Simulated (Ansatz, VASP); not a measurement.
Li2S: VASP beside Ansatz

Contents of INCAR:

```
SYSTEM = Li2S
ALGO = Normal
EDIFF = 1E-6
ENCUT = 750
GGA = PE
GGA_COMPAT = .FALSE.
ISIF = 2
ISMEAR = 0
LASPH = .TRUE.
LCHARG = .FALSE.
LREAL = .FALSE.
LWAVE = .FALSE.
NBANDS = 13
NELM = 120
PREC = Accurate
SIGMA = 0.05
```

KPOINTS

```
k-points
0
G
  10 10 10
  0 0 0
```

Contents of POSCAR:

```
Li2S
1.0
    0.0000000000      2.8904149744      2.8904149744
    2.8904149744      0.0000000000      2.8904149744
    2.8904149744      2.8904149744      0.0000000000
Li S
2 1
Direct
    0.2500000000      0.2500000000      0.2500000000
    0.7500000000      0.7500000000      0.7500000000
    0.0000000000      0.0000000000      0.0000000000
```

Input for Ansatz:

```yaml
crystal:
  lattice:
    - [0.0, 2.8904149744, 2.8904149744]
    - [2.8904149744, 0.0, 2.8904149744]
    - [2.8904149744, 2.8904149744, 0.0]
  atoms:
    - { symbol: Li, position: [0.25, 0.25, 0.25] }
    - { symbol: Li, position: [0.75, 0.75, 0.75] }
    - { symbol: S, position: [0.0, 0.0, 0.0] }
basis:
  ecutwfc: 420
  ecutrho_ratio: 4
kpoints:
  mp_grid: { grid: [10, 10, 10] }
hamiltonian:
  xc: pbe
scf:
  occupations: { method: gaussian, width: 0.05 }
output:
  forces: true
  stress: true
  eigenvalues: true
  write_density: true
  write_potential: true
  elf: true
  volumetric_format: npy
```

Alike in both runs: task single point; functional PBE; k mesh 10 × 10 × 10; occupations gaussian, width 0.05 eV; no spin polarisation.

```csv
,VASP,Ansatz
version,VASP 6.6.1,Ansatz 0.2.0
potentials or method,"VASP PAW PBE potentials, release 64 (Li_sv, S), cutoff 750 eV","scalar-relativistic, plane waves, PAW"
valence electrons in the cell,12,12
```

|  | VASP | Ansatz | Ansatz less VASP |
| --- | --- | --- | --- |
| gap on the k mesh at the Fermi level (eV) | 3.41 | 3.42 | +0.001 |
| least direct gap on the mesh (eV) | 4.05 | 4.05 | -0.003 |
| pressure (GPa) | -1.6 | -1.5 | +0.12 |
